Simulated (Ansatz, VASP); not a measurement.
**Ti3C: VASP beside Ansatz**

```xyz
4
Lattice="-1.5387 2.0991 4.5347 1.5387 -2.0991 4.5347 1.5387 2.0991 -4.5347" Properties=species:S:1:pos:R:3 pbc="T T T"
Ti    0.0000    2.0991    0.0000
Ti    0.0000    2.0991    3.1035
Ti    1.5387    0.0000    1.4312
C     0.0000    0.0000    0.0000
```

Alike in both runs: functional PBE; k mesh 8 × 8 × 8; occupations gaussian, width 0.2 eV; no spin polarisation.

Ansatz relaxed the structure, and its values are those at the end. VASP's run is a single point on that final structure, the one shown.

```csv
,VASP,Ansatz
version,VASP 6.6.1,Ansatz 0.2.0
potentials or method,"VASP PAW PBE potentials, release 64 (Ti_sv, C), cutoff 520 eV","scalar-relativistic, plane waves, PAW"
valence electrons in the cell,40,40
```

```tsv
	VASP	Ansatz	Ansatz less VASP
gap on the k mesh at the Fermi level (eV)	none	none	-
pressure (GPa)	0.2	0.1	-0.05
rms of the force components (eV/Å)	0.007	0.003	-0.0047
```

A gap of «none» marks a metal or a gap that the smearing closes.
